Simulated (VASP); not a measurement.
Set up this calculation in VASP 6.6.1, as the native input.

```yaml
Task: single point
Functional: PBE
Potentials_or_basis: VASP PAW PBE potentials, release 64 (Mo_sv, S)
Cutoff: 520 eV
k_mesh: 14 × 14 × 7
Occupations: gaussian, width 0.1 eV
Spin: collinear spin
Starting_moments: "[2.0, -2.0, 0.0, 0.0] μB"
Hubbard_terms: Mo d U = 4.38 eV
Dipole_correction: no
Further_INCAR_settings: ALGO = Normal; EDIFF = 1e-07; NBANDS = 32
```

The structure of MoS lies in POSCAR:

```
MoS
1.0
    3.0720312719      0.0000000000      0.0000000000
    0.0000000000      3.0720312719      3.0720312719
    0.0000000000      0.0000000000      6.1440625439
Mo S
2 2
Direct
    1.0000000000      1.0000000000      0.0000000000
    1.0000000000      1.0000000000      0.5000000000
    0.5000000000      0.5000000000      0.0000000000
    0.5000000000      0.5000000000      0.5000000000
```

One way to write it, as run:

INCAR

```
SYSTEM = MoS
PREC = Accurate
ENCUT = 520
EDIFF = 1E-7
ISMEAR = 0
SIGMA = 0.1
LREAL = .False.
LASPH = .True.
NELM = 150
ALGO = Normal
ISIF = 2
LWAVE = .False.
LCHARG = .False.
ISPIN = 2
MAGMOM = 2 -2 0 0
LORBIT = 11
LMAXMIX = 4
LDAU = .True.
LDAUTYPE = 2
LDAUL = 2 -1
LDAUU = 4.38 0
LDAUJ = 0 0
LDAUPRINT = 1
GGA = PE
NBANDS = 32
```

KPOINTS

```
regular mesh
0
Gamma
  14 14 7
  0 0 0
```

Potentials or basis: VASP PAW PBE potentials, release 64 (Mo_sv, S).

Launch:

```sh
$ cat potpaw_PBE.64/Mo_sv/POTCAR potpaw_PBE.64/S/POTCAR > POTCAR
$ mpirun -np 1 vasp_std > vasp.out
```

It gave:

The pressure is 11.7 GPa, the band gap on the k mesh is zero (filled and empty bands overlap) and the net moment is 0.00 μB per cell. The site moments are Mo +2.48, -2.48; S +0.00 μB and the valence electrons inside the program's atomic spheres are Mo 12.30; S 3.69.

Caveat: the cell stands under pressure.

Wall time 16 min on 1 thread of Oxide Virtual Turin-like Processor, with other jobs on the host, peak memory 0.48 GiB.
